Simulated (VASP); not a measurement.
Here is a VASP 6.6.1 calculation.

The input INCAR:

```
PREC = Accurate ; ENCUT = 520
EDIFF = 1E-7 ; ISMEAR = 0
SIGMA = 0.02 ; LREAL = False
LASPH = True ; NELM = 100
ALGO = Normal ; ISIF = 2
LWAVE = False ; LCHARG = True
LDIPOL = True ; IDIPOL = 3
DIPOL = 0.5 0.5 0.351 ; GGA = PS
LELF = True ; LVHAR = True
LVACPOTAV = True ; NBANDS = 20
```

KPOINTS

```
Automatic mesh
0
Gamma
  12 12 1
```

The input POSCAR:

```
MoS2
1.0
    3.1284000000      0.0000000000      0.0000000000
   -1.5642000000      2.7092738732      0.0000000000
    0.0000000000      0.0000000000     30.0600000012
S Mo
2 1
Direct
    0.6666666667      0.3333333333      0.2994804372
    0.6666666667      0.3333333333      0.4034470412
    0.3333333333      0.6666666667      0.3514637392
```

Potentials or basis: VASP PAW PBE potentials, release 64 (S, Mo_sv).

The run is started by

```bash
$ cat potpaw_PBE.64/S/POTCAR potpaw_PBE.64/Mo_sv/POTCAR > POTCAR
$ mpirun -np 1 vasp_std > vasp.out
```

**Question.** Estimate the band gap on the k mesh.

**Answer.** 1.86 eV.

**Question.** Predict the ionisation potential of the upper face.

**Answer.** 5.92 eV.
